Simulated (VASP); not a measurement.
Crystal: Si4Ge.

```
CELL_PARAMETERS angstrom
2.86002 0.00000 0.00000
-1.43001 2.47685 0.00000
0.00000 0.00000 22.60588
ATOMIC_POSITIONS crystal
Si 0.33333 0.66667 0.95000
Si 0.33333 0.66667 0.15000
Si 0.33333 0.66667 0.35000
Si 0.33333 0.66667 0.55000
Si 0.66667 0.33333 0.05000
Si 0.66667 0.33333 0.45000
Si 0.66667 0.33333 0.65000
Si 0.66667 0.33333 0.85000
Ge 0.33333 0.66667 0.75000
Ge 0.66667 0.33333 0.25000
```

| Property | Result |
| --- | --- |
| Program | VASP 6.6.1 |
| Task | relaxation of cell and atoms |
| Functional | PBE |
| Potentials or basis | VASP PAW PBE potentials, release 64 (Si, Ge_d) |
| Cutoff | 600 eV |
| k mesh | 6 × 6 × 1 |
| Occupations | gaussian, width 0.1 eV |
| Spin | no spin polarisation |

At the start: pressure -2.3 GPa; volume 16.01 Å³/atom.

Q: Where does the relaxation end?

A: Over 26 steps the energy falls by 57.3 meV/atom and the volume is 15.94 Å³/atom (-0.5 %); space group P6_3/mmc (No. 194, to 0.1 Å) before and after.

Step by step:
```csv
step,energy change (eV),largest force (eV/Å),pressure (GPa),volume (Å³)
1,0.0000,0.5574,-2.32,160.14
2,-0.1579,0.6009,1.26,154.53
3,-0.2705,0.6167,-0.59,156.87
4,-0.3399,0.4746,0.34,155.09
5,-0.3849,0.2074,2.14,152.28
6,-0.4298,0.1708,0.62,154.77
7,-0.4330,0.1504,0.08,155.67
8,-0.4499,0.0883,-0.57,157.17
9,-0.4501,0.0885,-0.74,157.36
10,-0.4569,0.0695,-0.22,156.51
11,-0.4593,0.0552,0.35,155.57
12,-0.4633,0.0593,0.41,155.55
13,-0.4634,0.0587,0.41,155.55
14,-0.4663,0.0716,0.04,156.34
15,-0.4676,0.0917,-0.50,157.46
16,-0.4696,0.0958,-0.53,157.62
17,-0.4742,0.1060,-0.54,158.09
18,-0.4904,0.2114,-0.63,159.04
19,-0.5643,0.1283,-0.69,160.94
20,-0.5607,0.1992,-0.59,161.50
21,-0.5649,0.1471,-0.70,161.09
22,-0.5532,0.2553,0.47,159.87
23,-0.5671,0.1606,-0.34,160.74
24,-0.5727,0.0727,-0.07,159.85
25,-0.5727,0.0079,0.27,159.09
26,-0.5732,0.0278,0.22,159.41
```

Final structure:
```xyz
10
Lattice="2.9100 0.0000 0.0000 -1.4550 2.5202 0.0000 0.0000 0.0000 21.7371" Properties=species:S:1:pos:R:3 pbc="T T T"
Si    0.0000    1.6801   20.7293
Si    0.0000    1.6801    2.9189
Si    0.0000    1.6801    7.9496
Si    0.0000    1.6801   11.8763
Si    1.4550    0.8401    1.0078
Si    1.4550    0.8401    9.8608
Si    1.4550    0.8401   13.7875
Si    1.4550    0.8401   18.8182
Ge    0.0000    1.6801   16.3028
Ge    1.4550    0.8401    5.4343
```

Caveat: the k points lie up to 0.42 Å⁻¹ apart in the final cell; the highest band is partly filled, so the run has too few bands.
